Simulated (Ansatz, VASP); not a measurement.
Sn: VASP beside Ansatz

Contents of INCAR:

```
ALGO = Normal
EDIFF = 1E-6
ENCUT = 520
GGA = PS
ISIF = 2
ISMEAR = -1
LASPH = True
LCHARG = False
LREAL = False
LWAVE = False
NBANDS = 13
NELM = 100
PREC = Accurate
SIGMA = 0.1
```

KPOINTS

```
k-points
0
Gamma
  12 12 12
```

File POSCAR:

```
Sn
1.0
   -1.7822718783      1.8328618622      2.4138239497
    1.7822718783     -1.8328618622      2.4138239497
    1.7822718783      1.8328618622     -2.4138239497
Sn
1
Direct
    0.0000000000      0.0000000000      0.0000000000
```

Input for Ansatz:

```yaml
crystal:
  lattice:
    - [-1.782271878259921, 1.8328618621582065, 2.4138239497364724]
    - [1.782271878259921, -1.8328618621582065, 2.4138239497364724]
    - [1.782271878259921, 1.8328618621582065, -2.4138239497364724]
  atoms:
    - { symbol: Sn, position: [0.0, 0.0, 0.0] }
basis:
  ecutwfc: 500.0
kpoints:
  mp_grid:
    grid: [12, 12, 12]
hamiltonian:
  xc: pbesol
scf:
  occupations:
    method: fermi_dirac
output:
  stress: true
```

Alike in both runs: task single point; functional PBEsol; k mesh 12 × 12 × 12; no spin polarisation.

```csv
,VASP,Ansatz
version,VASP 6.6.1,Ansatz 0.2.0
potentials or method,"VASP PAW PBE potentials, release 64 (Sn_d), cutoff 520 eV","plane waves, PAW"
occupations,"fermi-dirac, width 0.1 eV",fermi-dirac
valence electrons in the cell,14,14
```

|  | VASP | Ansatz | Ansatz less VASP |
| --- | --- | --- | --- |
| pressure (GPa) | -6.3 | -6.3 | +0.04 |
| traceless stress, the component that is largest in VASP (GPa) | -0.25 | -0.25 | +0.001 |

VASP's potentials were made for PBE, not for PBEsol.
